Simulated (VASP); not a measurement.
# Ta (Im-3m) in VASP: further runs, part 2 of 2

VASP 6.6.1.

### 4 Relaxation of cell and atoms, PBEsol, target pressure 40 GPa, at which the enthalpy is minimised

This run uses another cell than the first one, of 15.25 Å³/atom.

Input file INCAR:

```
SYSTEM = Ta
  PREC = Accurate
  ENCUT = 600
  EDIFF = 1E-6
  ISMEAR = 0
  SIGMA = 0.1
  LREAL = .False.
  LASPH = .True.
  NELM = 100
  ALGO = Normal
  ISIF = 3
  LWAVE = .False.
  LCHARG = .False.
  GGA = PS
  IBRION = 2
  NSW = 70
  EDIFFG = -0.008
  PSTRESS = 400.0
```

Input file KPOINTS:

```
Automatic mesh
0
Gamma
  18 18 18
  0 0 0
```

Input file POSCAR:

```
Ta
1.0
   -1.5620687055      1.5620687055      1.5620687055
    1.5620687055     -1.5620687055      1.5620687055
    1.5620687055      1.5620687055     -1.5620687055
Ta
1
Direct
    0.0000000000      0.0000000000      0.0000000000
```

Potentials or basis: VASP PAW PBE potentials, release 64 (Ta_pv).

The run is started by

```bash
$ cat potpaw_PBE.64/Ta_pv/POTCAR > POTCAR
$ mpirun -np 1 vasp_std > vasp.out
```

OUTCAR:

```text
SYSTEM = Ta
   PREC = Accurate
   ENCUT = 600
   EDIFF = 1E-6
   ISMEAR = 0
   LREAL = .False.
   LASPH = .True.
   NELM = 100
   ISIF = 3
   GGA = PS
   IBRION = 2
   NSW = 70
   EDIFFG = -0.008
   PSTRESS = 400.0

 ion  position               nearest neighbor table
   1  0.000  0.000  0.000-

  LATTYP: Found a body centered cubic cell.
 ALAT       =     3.1241374110

  Lattice vectors:

 A1 = (  -1.5620687055,   1.5620687055,   1.5620687055)
 A2 = (   1.5620687055,  -1.5620687055,   1.5620687055)
 A3 = (   1.5620687055,   1.5620687055,  -1.5620687055)

Analysis of symmetry for initial positions (statically):
=====================================================================
 Subroutine PRICEL returns:
 Original cell was already a primitive cell.

 Routine SETGRP: Setting up the symmetry group for a
 body centered cubic supercell.

 Subroutine GETGRP returns: Found 48 space group operations
 (whereof 48 operations were pure point group operations)
 out of a pool of 48 trial point group operations.

The static configuration has the point symmetry O_h .

Analysis of symmetry for dynamics (positions and initial velocities):
=====================================================================
 Subroutine PRICEL returns:
 Original cell was already a primitive cell.

 Routine SETGRP: Setting up the symmetry group for a
 body centered cubic supercell.

 Subroutine GETGRP returns: Found 48 space group operations
 (whereof 48 operations were pure point group operations)
 out of a pool of 48 trial point group operations.

The dynamic configuration has the point symmetry O_h .

 Subroutine INISYM returns: Found 48 space group operations
 (whereof 48 operations are pure point group operations),
 and found     1 'primitive' translations

[... 118 lines left out ...]
   LHFCALC =     F    Hartree Fock is set to
   AEXX    =    0.0000 exact exchange contribution
   IVDW    =     0    specifies the selected vdW correction
   LEPSILON=     F    determine dielectric tensor
   LRPA    =     F    only Hartree local field effects (RPA)
 conjugate gradient relaxation of ions
 non-spin polarized calculation
 Gauss-broadening in eV      SIGMA  =   0.10
  energy-cutoff  :      600.00
  volume of cell :       15.25
 maximum number of plane-waves:       531
 NGX is ok and might be reduce to    24
   NGX = 11   NGY = 11   NGZ = 11

--------------------------------------- Ionic step        1  -------------------------------------------

 number of electron      11.0000000 magnetization

 Free energy of the ion-electron system (eV)
  ---------------------------------------------------
  ext. energy  EPLUGINS =         0.00000000
  ---------------------------------------------------
  free energy    TOTEN  =       -12.27864184 eV

  energy without entropy =      -12.27229118  energy(sigma->0) =      -12.27546651

------------------------ aborting loop because EDIFF is reached ----------------------------------------

  FORCE on cell =-STRESS in cart. coord.  units (eV):
  Direction    XX          YY          ZZ          XY          YZ          ZX
  --------------------------------------------------------------------------------------
  -------------------------------------------------------------------------------------
  Total        3.9090463      3.9090463      3.9090463      0.0000000      0.0000000     -0.0000000
  in kB      410.7910894    410.7910894    410.7910894      0.0000000      0.0000000     -0.0000000
  external PRESSURE =      10.7910894 kB  Pullay stress =     400.0000000 kB
[... 61 lines left out ...]
--------------------------------------- Ionic step        3  -------------------------------------------

 number of electron      11.0000000 magnetization

 Free energy of the ion-electron system (eV)
  ---------------------------------------------------
  ext. energy  EPLUGINS =         0.00000000
  ---------------------------------------------------
  free energy    TOTEN  =       -12.29040677 eV

  energy without entropy =      -12.28400379  energy(sigma->0) =      -12.28720528

 E-fermi :   6.6937     XC(G=0): -13.5897

 val. band max:        6.6812692376   @ k =   0.3333   0.2222   0.0000
 cond. band min:       6.6964646450   @ k =  -0.1667   0.2222   0.0556
 fundamental gap:      0.0151954074
 Fermi energy:         6.6936937290

 k-point     1 :       0.0000    0.0000    0.0000
  band No.  band energies     occupation
      1     -25.6384      2.00000
      2     -25.6384      2.00000
      3     -25.6384      2.00000
      4      -1.7973      2.00000
      5       7.3995      0.00000
      6       7.3995      0.00000
      7       7.3995      0.00000
      8      11.2857      0.00000
      9      11.2857      0.00000
[... 265 lines left out ...]
 k-point    24 :       0.3889    0.1111    0.0000
  band No.  band energies     occupation
      1     -27.5014      2.00000
      2     -26.3223      2.00000
      3     -25.7482      2.00000
      4       2.0500      2.00000
      5       4.7850      2.00000
      6       7.9739      0.00000
      7      11.1127      0.00000
      8      12.7609      0.00000
      9      16.3401      0.00000

 [... further k-points ...]
[... 5 lines left out ...]
  --------------------------------------------------------------------------------------
  -------------------------------------------------------------------------------------
  Total        3.8174830      3.8174830      3.8174830      0.0000000      0.0000000     -0.0000000
  in kB      399.9486746    399.9486746    399.9486746      0.0000000      0.0000000     -0.0000000
  external PRESSURE =      -0.0513254 kB  Pullay stress =     400.0000000 kB
[... 20 lines left out ...]
  energy  without entropy=      -12.2840037902  energy(sigma->0) =      -12.28720528

  enthalpy is  TOTEN    =        -8.4724338496 eV   P V=        3.8179729157

 reached required accuracy - stopping structural energy minimisation
```

Run time: 71 s. Hardware: 1 thread of AMD EPYC 7R13, shared host; peak memory 0.14 GiB.

Results:

```yaml
Free_energy: -12.2904 eV
Relaxed_volume: 15.29 Å³/atom
Relaxed_cell: a = 2.708 Å, b = 2.708 Å, c = 2.708 Å, α = 109.47°, β = 109.47°, γ = 109.47°
Space_group_after_relaxing_to_0.1_Å: Im-3m (No. 229)
Energy_change_on_relaxing_the_run_minimises_the_enthalpy: -11.8 meV/atom
Ionic_steps: 3
Pressure_after_relaxing: 40.0 GPa
Band_gap_on_the_k_mesh: zero (an odd number of electrons rules out a gap without spin polarisation)
```

The path:
```csv
step,energy change (eV),largest force (eV/Å),pressure (GPa),volume (Å³)
1,0.0000,0.0000,41.08,15.25
2,-0.0547,0.0000,35.98,15.47
3,-0.0118,0.0000,39.99,15.29
```

Final structure:
```cif
data_structure
_symmetry_space_group_name_H-M 'P 1'
_symmetry_Int_Tables_number 1
_cell_length_a 2.7083
_cell_length_b 2.7083
_cell_length_c 2.7083
_cell_angle_alpha 109.471
_cell_angle_beta 109.471
_cell_angle_gamma 109.471
_cell_volume 15.29
loop_
_atom_site_label
_atom_site_type_symbol
_atom_site_fract_x
_atom_site_fract_y
_atom_site_fract_z
_atom_site_occupancy
Ta1 Ta 0.00000 0.00000 0.00000 1
```

Caveat: the cell is relaxed towards a set pressure, so the run minimises the enthalpy, not the energy; the PAW data sets were made with another functional, which shifts forces and pressure a little; spin-orbit coupling is left out, which moves the levels of the heavy elements.

### 5 Relaxation of cell and atoms, PBEsol, target pressure 20 GPa, at which the enthalpy is minimised

This run uses another cell than the first one, of 16.25 Å³/atom.

Input file INCAR:

```
  PREC = Accurate
  ENCUT = 600
  EDIFF = 1E-6
  ISMEAR = 0
  SIGMA = 0.1
  LREAL = False
  LASPH = True
  NELM = 100
  ALGO = Fast
  ISIF = 3
  LWAVE = False
  LCHARG = False
  GGA = PS
  IBRION = 2
  NSW = 70
  EDIFFG = -0.008
  PSTRESS = 200.0
```

Input file KPOINTS:

```
Automatic mesh
0
Gamma
  18 18 18
```

Input file POSCAR:

```
Ta
1.0
   -1.5955902865      1.5955902865      1.5955902865
    1.5955902865     -1.5955902865      1.5955902865
    1.5955902865      1.5955902865     -1.5955902865
Ta
1
Direct
    0.0000000000      0.0000000000      0.0000000000
```

The run is started by

```bash
$ cat potpaw_PBE.64/Ta_pv/POTCAR > POTCAR
$ mpirun -np 1 vasp_std > vasp.out
```

Run time: 1.7 min. Hardware: 1 thread of AMD EPYC 7R13, shared host; peak memory 0.14 GiB.

The run converged. Its results:

| Property | Result |
| --- | --- |
| Free energy | -12.4757 eV |
| Relaxed volume | 16.30 Å³/atom |
| Relaxed cell | a = 2.766 Å, b = 2.766 Å, c = 2.766 Å, α = 109.47°, β = 109.47°, γ = 109.47° |
| Space group after relaxing (to 0.1 Å) | Im-3m (No. 229) |
| Energy change on relaxing (the run minimises the enthalpy) | -6.0 meV/atom |
| Ionic steps | 3 |
| Pressure after relaxing | 20.0 GPa |
| Band gap on the k mesh | zero (an odd number of electrons rules out a gap without spin polarisation) |

Step by step:
| step | energy change (eV) | largest force (eV/Å) | pressure (GPa) | volume (Å³) |
| --- | --- | --- | --- | --- |
| 1 | 0.0000 | 0.0000 | 20.84 | 16.25 |
| 2 | -0.0240 | 0.0000 | 17.24 | 16.45 |
| 3 | -0.0060 | 0.0000 | 19.97 | 16.30 |

Final structure:
```
Ta
1.0
    -1.59714    1.59714    1.59714
     1.59714   -1.59714    1.59714
     1.59714    1.59714   -1.59714
Ta
1
Direct
  0.00000 0.00000 0.00000
```

Levels at points of the mesh, in eV from the Fermi level:
| k point | band 2 | band 3 | band 4 | band 5 | band 6 | band 7 | band 8 | band 9 |
| --- | --- | --- | --- | --- | --- | --- | --- | --- |
| (0.00, 0.00, 0.00) | -32.60 | -32.60 | -8.28 | 0.72 | 0.72 | 0.72 | 4.36 | 4.36 |
| (0.50, 0.00, 0.00) | -33.12 | -32.62 | -4.84 | -1.86 | 2.16 | 4.32 | 5.47 | 8.86 |
| (0.50, 0.50, 0.50) | -33.72 | -33.72 | -4.43 | -4.43 | 7.72 | 7.72 | 7.72 | 9.66 |

Caveat: the cell is relaxed towards a set pressure, so the run minimises the enthalpy, not the energy; the PAW data sets were made with another functional, which shifts forces and pressure a little; spin-orbit coupling is left out, which moves the levels of the heavy elements.

### 6 Summary

| task | cell | cutoff (eV) | gap on the mesh (eV) | pressure (GPa) |
| --- | --- | --- | --- | --- |
| single point | a = 2.832 Å, angles 109.5°, 1 atom | 520 | none | 2.2 |
| single point | a = 2.851 Å, angles 109.5°, 1 atom | 520 | none | -1.9 |
| relaxation of cell and atoms | relaxed to 40 GPa from a = 2.706 Å, angles 109.5°, 1 atom | 600 | none | 40.0 |
| relaxation of cell and atoms | relaxed to 20 GPa from a = 2.764 Å, angles 109.5°, 1 atom | 600 | none | 20.0 |

Alike in all rows: level PBEsol; potentials or basis VASP PAW PBE potentials, release 64 (Ta_pv); no spin polarisation; k mesh 18 × 18 × 18; smearing gaussian 0.1 eV.

Caveats: the PAW data sets were made with another functional, which shifts forces and pressure a little; spin-orbit coupling is left out, which moves the levels of the heavy elements; the cell is relaxed towards a set pressure, so the run minimises the enthalpy, not the energy (at least some runs).

Absolute energies hang on the potentials; compare differences alone.
